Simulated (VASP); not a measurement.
Input of a VASP 6.6.1 run:

INCAR

```
SYSTEM = Ga
PREC = Accurate
ENCUT = 520
EDIFF = 1E-6
ISMEAR = -1
SIGMA = 0.08
LREAL = .FALSE.
LASPH = .TRUE.
NELM = 100
ALGO = Normal
ISIF = 2
LWAVE = .FALSE.
LCHARG = .FALSE.
GGA = CA
NBANDS = 26
```

KPOINTS

```
Automatic mesh
0
G
  8 8 12
  0 0 0
```

The input POSCAR:

```
Ga
1.0
    4.3063491865      0.0000000000      0.0000000000
   -2.1531745933      3.7294077931      0.0000000000
    0.0000000000      0.0000000000      2.5382299281
Ga
3
Direct
    0.0000000000      0.0000000000      0.0000000000
    0.3333333333      0.6666666667      0.5000000000
    0.6666666667      0.3333333333      0.5000000000
```

Potentials or basis: VASP PAW LDA potentials, release 64 (Ga_d).

Launch:

```sh
$ cat potpaw_LDA.64/Ga_d/POTCAR > POTCAR
$ mpirun -np 1 vasp_std > vasp.out
```

Task: What does it give for the pressure?

Result: 29.4 GPa.

Task: What does it give for the band gap on the k mesh?

Result: Zero (an odd number of electrons rules out a gap without spin polarisation).

Caveat: the cell stands under pressure.
